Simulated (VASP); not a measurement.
# CdF2 (Fm-3m) in VASP: vibrations by perturbation theory with LDA

Aim: the vibrations by perturbation theory of CdF2 with LDA.

Program: VASP 6.6.1. These are calculated values, not measurements. Logs are shortened: lines on timing, memory, paths and dates and some standing lists are left out, and cuts for length are marked.

## Step 1: The cell of the first run

Symmetry: Fm-3m, No. 225, cubic system. Conventional cell: a = 5.388 Å, b = 5.388 Å, c = 5.388 Å, α = 90.00°, β = 90.00°, γ = 90.00°. Within 3.1 Å of Cd (site symmetry m-3m) lie 8 F at 2.33 Å. F (site symmetry -43m) has 4 Cd at 2.33 Å and 6 F at 2.69 Å within 3.1 Å.

## Step 2: Vibrations by perturbation theory, LDA

INCAR

```
SYSTEM = CdF2
  ALGO = Normal
  EDIFF = 1E-8
  ENCUT = 520
  IBRION = 8
  ISIF = 2
  ISMEAR = 0
  LASPH = .TRUE.
  LCHARG = .FALSE.
  LEPSILON = .TRUE.
  LREAL = .FALSE.
  LWAVE = .FALSE.
  NBANDS = 20
  NELM = 100
  NSW = 1
  PREC = Accurate
  SIGMA = 0.01
```

KPOINTS

```
k-points
0
G
  8 8 8
  0 0 0
```

POSCAR

```
CdF2
1.0
    0.0000000000      2.6940000000      2.6940000000
    2.6940000000      0.0000000000      2.6940000000
    2.6940000000      2.6940000000      0.0000000000
Cd F
1 2
Direct
    0.0000000000      0.0000000000      0.0000000000
    0.2500000000      0.2500000000      0.2500000000
    0.7500000000      0.7500000000      0.7500000000
```

Potentials or basis: VASP PAW LDA potentials, release 64 (Cd, F).

The run is started by

```
> cat potpaw_LDA.64/Cd/POTCAR potpaw_LDA.64/F/POTCAR > POTCAR
> mpirun -np 1 vasp_std > vasp.out
```

OUTCAR:

```text
SYSTEM = CdF2
   EDIFF = 1E-8
   ENCUT = 520
   IBRION = 8
   ISIF = 2
   ISMEAR = 0
   LASPH = .TRUE.
   LEPSILON = .TRUE.
   LREAL = .FALSE.
   NELM = 100
   NSW = 1
   PREC = Accurate

 ion  position               nearest neighbor table
   1  0.000  0.000  0.000-   3 2.33   3 2.33   3 2.33   2 2.33   3 2.33   2 2.33   2 2.33   2 2.33

   2  0.250  0.250  0.250-   1 2.33   1 2.33   1 2.33   1 2.33
   3  0.750  0.750  0.750-   1 2.33   1 2.33   1 2.33   1 2.33

  LATTYP: Found a face centered cubic cell.
 ALAT       =     5.3880000000

  Lattice vectors:

 A1 = (   0.0000000000,   2.6940000000,   2.6940000000)
 A2 = (   2.6940000000,   0.0000000000,   2.6940000000)
 A3 = (   2.6940000000,   2.6940000000,   0.0000000000)

Analysis of symmetry for initial positions (statically):
=====================================================================
 Subroutine PRICEL returns:
 Original cell was already a primitive cell.

 Routine SETGRP: Setting up the symmetry group for a
 face centered cubic supercell.

 Subroutine GETGRP returns: Found 48 space group operations
 (whereof 48 operations were pure point group operations)
 out of a pool of 48 trial point group operations.

The static configuration has the point symmetry O_h .

Analysis of symmetry for dynamics (positions and initial velocities):
=====================================================================
 Subroutine PRICEL returns:
 Original cell was already a primitive cell.

 Routine SETGRP: Setting up the symmetry group for a
 face centered cubic supercell.

 Subroutine GETGRP returns: Found 48 space group operations
 (whereof 48 operations were pure point group operations)
 out of a pool of 48 trial point group operations.

The dynamic configuration has the point symmetry O_h .

 Subroutine INISYM returns: Found 48 space group operations
 (whereof 48 operations are pure point group operations),
 and found     1 'primitive' translations

----------------------------------------------------------------------------------------

                                     Primitive cell

  volume of cell :      39.1041

  direct lattice vectors                    reciprocal lattice vectors
     0.000000000  2.694000000  2.694000000    -0.185597624  0.185597624  0.185597624
     2.694000000  0.000000000  2.694000000     0.185597624 -0.185597624  0.185597624
     2.694000000  2.694000000  0.000000000     0.185597624  0.185597624 -0.185597624

  length of vectors
     3.809891337  3.809891337  3.809891337     0.321464515  0.321464515  0.321464515

  position of ions in fractional coordinates (direct lattice)
     0.000000000  0.000000000  0.000000000
     0.250000000  0.250000000  0.250000000
     0.750000000  0.750000000  0.750000000

  ion indices of the primitive-cell ions
   primitive index   ion index
                 1           1
                 2           2
                 3           3

----------------------------------------------------------------------------------------

[... 720 lines left out ...]

------------------------ aborting loop because EDIFF is reached ----------------------------------------

--------------------------------------- Ionic step        3  -------------------------------------------

------------------------ aborting loop because EDIFF is reached ----------------------------------------

 PIEZOELECTRIC TENSOR FIELD DIRECTION 3  (e Angst)
 -----------------------------------------------------------------------------
    -0.00007  0.00000 -0.00000           ( -0.00001  0.00000 -0.00000)
     0.00000 -0.00007  0.00000           (  0.00000 -0.00001  0.00000)
    -0.00000  0.00000 -0.00043           ( -0.00000  0.00000 -0.00002)

 PIEZOELECTRIC TENSOR FIELD DIRECTION 3  (C/m^2)
 -----------------------------------------------------------------------------
    -0.00003  0.00000 -0.00000
     0.00000 -0.00003  0.00000
    -0.00000  0.00000 -0.00017

--------------------------------------- Ionic step        4  -------------------------------------------

------------------------ aborting loop because EDIFF is reached ----------------------------------------

[... ionic steps 5 to 6 ...]

--------------------------------------- Ionic step        7  -------------------------------------------

 Free energy of the ion-electron system (eV)
  ---------------------------------------------------
  ---------------------------------------------------
  free energy    TOTEN  =        -0.52497903 eV

  energy without entropy =       -0.52497903

------------------------ aborting loop because EDIFF is reached ----------------------------------------

 INTERNAL STRAIN TENSOR  FOR ION    2  DIRECTION 1   (eV/Angst):
 -----------------------------------------------------------------------------
    -0.00238  0.00000  0.00000
     0.00000  0.00182 -1.57194
     0.00000 -1.57194  0.00182

 MACROSCOPIC STATIC DIELECTRIC TENSOR (including local field effects in DFT)
 ------------------------------------------------------
           2.897392     0.000000     0.000000
           0.000000     2.897392    -0.000000
           0.000000     0.000000     2.897392
 ------------------------------------------------------

 PIEZOELECTRIC TENSOR (including local field effects)  for field in x, y, z        (e  Angst)
          XX          YY          ZZ          XY          YZ          ZX
  --------------------------------------------------------------------------------
  x     0.00000     0.00000     0.00000     0.00000     0.00000     0.00000
  y     0.00000     0.00000     0.00000     0.00000     0.00000     0.00000
  z     0.00000     0.00000     0.00000     0.00000     0.00000     0.00000

 PIEZOELECTRIC TENSOR (including local field effects)  for field in x, y, z        (C/m^2)
          XX          YY          ZZ          XY          YZ          ZX
  --------------------------------------------------------------------------------
  x     0.00000     0.00000     0.00000     0.00000     0.00000     0.00000
  y     0.00000     0.00000     0.00000     0.00000     0.00000     0.00000
  z     0.00000     0.00000     0.00000     0.00000     0.00000     0.00000

 BORN EFFECTIVE CHARGES (including local field effects) (in |e|, cummulative output)
 ---------------------------------------------------------------------------------
 ion    1
    1     2.43779     0.00000     0.00000
    2     0.00000     2.43779     0.00000
    3     0.00000     0.00000     2.43779
 ion    2
    1    -1.21890     0.00000     0.00000
    2     0.00000    -1.21890     0.00000
    3     0.00000     0.00000    -1.21890
 ion    3
    1    -1.21890     0.00000     0.00000
    2     0.00000    -1.21890     0.00000
    3     0.00000     0.00000    -1.21890

 INTERNAL STRAIN TENSOR FOR ION    3 for displacements in x,y,z  (eV/Angst):
          X           Y           Z          XY          YZ          ZX
  --------------------------------------------------------------------------------
  x    -0.00000     0.00000     0.00000     0.00000     1.57194     0.00000
  y     0.00000    -0.00000     0.00000     0.00000     0.00000     1.57194
  z     0.00000     0.00000    -0.00000     1.57194     0.00000     0.00000

 SECOND DERIVATIVES (NOT SYMMETRIZED)
 ------------------------------------
               1X          1Y          1Z          2X          2Y          2Z          3X          3Y          3Z
  1X    -4.921695    0.000000    0.000000    2.460847    0.000000    0.000000    2.460847    0.000000    0.000000
  1Y     0.000000   -4.921695    0.000000    0.000000    2.460847    0.000000    0.000000    2.460847    0.000000
  1Z     0.000000    0.000000   -4.921695    0.000000    0.000000    2.460847    0.000000    0.000000    2.460847
  2X     2.412677    0.000000    0.000000   -4.232140    0.000000    0.000000    1.819464    0.000000    0.000000
  2Y     0.000000    2.412677    0.000000    0.000000   -4.232140    0.000000    0.000000    1.819464    0.000000
  2Z     0.000000    0.000000    2.412677    0.000000    0.000000   -4.232140    0.000000    0.000000    1.819464
  3X     2.412677    0.000000    0.000000    1.819464    0.000000    0.000000   -4.232140    0.000000    0.000000
  3Y     0.000000    2.412677    0.000000    0.000000    1.819464    0.000000    0.000000   -4.232140    0.000000
  3Z     0.000000    0.000000    2.412677    0.000000    0.000000    1.819464    0.000000    0.000000   -4.232140

 Eigenvectors and eigenvalues of the dynamical matrix
 ----------------------------------------------------

   1 f  =    8.823320 THz    55.438555 2PiTHz  294.314279 cm-1    36.490304 meV
             X         Y         Z           dx          dy          dz
      0.000000  0.000000  0.000000    -0.000000    0.000000   -0.000000
      1.347000  1.347000  1.347000     0.706537    0.028389    0.000000
      4.041000  4.041000  4.041000    -0.706537   -0.028389    0.000000
[... 43 lines left out ...]
   9 f/i=    0.027883 THz     0.175193 2PiTHz    0.930073 cm-1     0.115314 meV
             X         Y         Z           dx          dy          dz
      0.000000  0.000000  0.000000    -0.861287    0.042465    0.000000
      1.347000  1.347000  1.347000    -0.357603    0.017631    0.000000
      4.041000  4.041000  4.041000    -0.357603    0.017631   -0.000000

--------------------------------------------------------------------------------------------------------

 MACROSCOPIC STATIC DIELECTRIC TENSOR IONIC CONTRIBUTION
 ------------------------------------------------------
           5.624004    -0.000000    -0.000000
          -0.000000     5.624004     0.000000
          -0.000000     0.000000     5.624004
 ------------------------------------------------------

 ELASTIC MODULI CONTR FROM IONIC RELAXATION (kBar)
 Direction    XX          YY          ZZ          XY          YZ          ZX
 --------------------------------------------------------------------------------
 XX          -0.0000     -0.0000      0.0000     -0.0000      0.0000      0.0000
 YY          -0.0000     -0.0000     -0.0000      0.0000      0.0000      0.0000
 ZZ           0.0000     -0.0000     -0.0000      0.0000     -0.0000      0.0000
 XY          -0.0000      0.0000      0.0000    -33.4594      0.0000     -0.0000
 YZ           0.0000      0.0000     -0.0000      0.0000    -33.4594     -0.0000
 ZX           0.0000      0.0000      0.0000     -0.0000     -0.0000    -33.4594
 --------------------------------------------------------------------------------

 PIEZOELECTRIC TENSOR IONIC CONTR  for field in x, y, z        (C/m^2)
          XX          YY          ZZ          XY          YZ          ZX
  --------------------------------------------------------------------------------
  x    -0.00000    -0.00000     0.00000    -0.00000     0.00000     0.00000
  y     0.00000     0.00000     0.00000    -0.00000    -0.00000    -0.00000
  z    -0.00000     0.00000    -0.00000     0.00000     0.00000    -0.00000
```

It took 2.5 min on 1 thread of Intel Xeon 6975P-C (Granite Rapids), shared host; peak memory 0.34 GiB.

Results:

```
Electronic dielectric tensor (diagonal)                 : 2.90
Born charges (mean of the diagonal)                     : Cd +2.44; F -1.22 e
Highest phonon frequency at Γ, LO-TO splitting left out : 294 cm⁻¹
```

Phonon frequencies in cm⁻¹ (negative: imaginary):
| q point | frequencies |
| --- | --- |
| (0.000, 0.000, 0.000) | -1 -1 -1 216 216 216 294 294 294 |

Electronic dielectric tensor:
```
2.90 0.00 0.00
0.00 2.90 0.00
0.00 0.00 2.90
```

Born effective charge tensors (e):
atom 1, Cd
```
2.44 0.00 0.00
0.00 2.44 0.00
0.00 0.00 2.44
```
atom 2, F
```
-1.22  0.00  0.00
 0.00 -1.22  0.00
 0.00  0.00 -1.22
```
atom 3, F
```
-1.22  0.00  0.00
 0.00 -1.22  0.00
 0.00  0.00 -1.22
```

Caveat: the cell stands under pressure or tension, which shifts response properties.
